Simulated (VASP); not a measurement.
Runs of VASP 6.6.1 on SnO2. The structure is that of space group I4_1/amd (No. 141), or close to it. The cells are those of the table. 

```csv
task,level,potentials or basis,cell,k mesh,cutoff (eV),smearing,gap on the mesh (eV),pressure (GPa),largest force (eV/Å)
single point,PBEsol,"VASP PAW PBE potentials, release 64 (Sn_d, O)","a = 5.853 Å, angles 140.0, 140.0, 57.8°, 6 atoms",9 × 9 × 9,520,fermi-dirac 0.05 eV,1.55,1.3,0.06
relaxation of cell and atoms,PBE,"VASP PAW PBE potentials, release 64 (Sn_d, O)","relaxed from a = 5.853 Å, angles 140.0, 140.0, 57.8°, 6 atoms",7 × 7 × 7,600,fermi-dirac 0.05 eV,1.28,0.0,-
single point,PBE,"VASP PAW PBE potentials, release 64 (Sn_d, O)","a = 5.853 Å, angles 140.0, 140.0, 57.8°, 6 atoms",7 × 7 × 7,520,fermi-dirac 0.05 eV,1.62,6.3,0.03
single point,PBE,"VASP PAW PBE potentials, release 64 (Sn_d, O)","a = 5.853 Å, angles 140.0, 140.0, 57.8°, 6 atoms",9 × 9 × 9,520,gaussian 0.011 eV,1.64,6.5,(b)
single point,PBE,"VASP PAW PBE potentials, release 64 (Sn_d, O)","a = 5.921 Å, angles 140.0, 140.0, 57.9°, 6 atoms",7 × 7 × 7,520,fermi-dirac 0.05 eV,1.31,0.6,(a)
single point,LDA,"VASP PAW LDA potentials, release 64 (Sn_d, O)","a = 5.853 Å, angles 140.0, 140.0, 57.8°, 6 atoms",9 × 9 × 9,520,fermi-dirac 0.05 eV,1.52,-3.0,0.16
```

Alike in all rows: no spin polarisation.

Task: Estimate the missing entries.

Result: (a) 0.02; (b) 0.07.

Caveats: spin-orbit coupling is left out, which moves the levels of the heavy elements; the PAW data sets were made with another functional, which shifts forces and pressure a little (some runs).

A k mesh can miss the band edges, and the runs leave out spin-orbit coupling on Sn.
